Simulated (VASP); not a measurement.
Ga, 1 atom in the cell. Symmetry: Im-3m, No. 229, cubic system. The conventional cell has a = 3.080 Å, b = 3.080 Å, c = 3.080 Å, α = 90.00°, β = 90.00°, γ = 90.00°. Within 3.5 Å of Ga (site symmetry m-3m) lie 14 Ga at 2.67 to 3.08 Å. This isn't the form of Ga at room conditions, which is orthorhombic.

| Quantity | Value |
| --- | --- |
| Program | VASP 6.6.1 |
| Task | single point |
| Functional | LDA |
| Potentials or basis | VASP PAW LDA potentials, release 64 (Ga_d) |
| Cutoff | 520 eV |
| k mesh | 16 × 16 × 16 |
| Occupations | fermi-dirac, width 0.05 eV |
| Spin | no spin polarisation |
| Dipole correction | no |
| Further INCAR settings | ALGO = Normal; EDIFF = 1e-07; NBANDS = 12 |

Potentials or basis: VASP PAW LDA potentials, release 64 (Ga_d).

The run is started by

```sh
$ cat potpaw_LDA.64/Ga_d/POTCAR > POTCAR
$ mpirun -np 1 vasp_std > vasp.out
```

Hardware: 1 thread of Intel(R) Xeon(R) Platinum 8488C (Sapphire Rapids), with other jobs on the host.

How long does it take, and how much memory?

Run time: 16 s on 1 thread of Intel(R) Xeon(R) Platinum 8488C (Sapphire Rapids), with other jobs on the host, peak memory 0.13 GiB. Counts: scf iterations 11, k points 145.
